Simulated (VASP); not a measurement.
Runs of VASP 6.6.1 on TiRh3. The structure is that of space group Pm-3m (No. 221), or close to it. The cells are those of the table. 

| task | cell | gap on the mesh (eV) | pressure (GPa) |
| --- | --- | --- | --- |
| electric field gradients | a = 3.860, b = 3.860, c = 3.822 Å, 4 atoms | none | -14.0 |
| single point | a = 3.897 Å, 4 atoms | none | -21.2 |
| single point | a = 3.898, b = 3.898, c = 3.822 Å, 4 atoms | none | (a) |
| single point | a = 3.770 Å, 4 atoms | none | 0.8 |
| electric field gradients | a = 3.770 Å, 4 atoms | none | 0.8 |
| electric field gradients | a = 3.809 Å, 4 atoms | none | -7.2 |
| single point | a = 3.809 Å, 4 atoms | none | -7.2 |

Alike in all rows: level LDA; potentials or basis VASP PAW LDA potentials, release 64 (Ti_sv, Rh_pv); no spin polarisation; k mesh 10 × 10 × 10; cutoff (eV) 520; smearing fermi-dirac 0.03 eV.

Question: Estimate the missing entries.

Answer: (a) -17.8.

Caveats: the cell stands under tension (at least some runs).

A k mesh can miss the band edges, and the runs leave out spin-orbit coupling on Rh.

A gap of «none» marks levels without a gap at the run's occupations.
